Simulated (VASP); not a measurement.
A run of VASP 6.6.1:

Contents of INCAR:

```
  PREC = Accurate
  ENCUT = 520
  EDIFF = 1E-6
  ISMEAR = 0
  SIGMA = 0.1
  LREAL = F
  LASPH = T
  NELM = 100
  ALGO = Normal
  ISIF = 2
  LWAVE = F
  LCHARG = T
  GGA = PE
  LELF = T
  LVHAR = T
  NBANDS = 12
```

KPOINTS

```
Automatic mesh
0
Gamma
  20 20 20
```

POSCAR

```
V
1.0
   -1.4986106527      1.4986106527      1.4986106527
    1.4986106527     -1.4986106527      1.4986106527
    1.4986106527      1.4986106527     -1.4986106527
V
1
Direct
    0.0000000000      0.0000000000      0.0000000000
```

Potentials or basis: VASP PAW PBE potentials, release 64 (V_sv).

Launch:

```sh
$ cat potpaw_PBE.64/V_sv/POTCAR > POTCAR
$ mpirun -np 1 vasp_std > vasp.out
```

Hardware: 1 thread of Intel(R) Xeon(R) 6975P-C (Granite Rapids) (shared host).

**Question.** How long does it take, and how much memory?

**Answer.** Wall time 12 s on 1 thread of Intel(R) Xeon(R) 6975P-C (Granite Rapids), on a shared host, peak memory 0.15 GiB. Counts: scf iterations 11, k points 256.
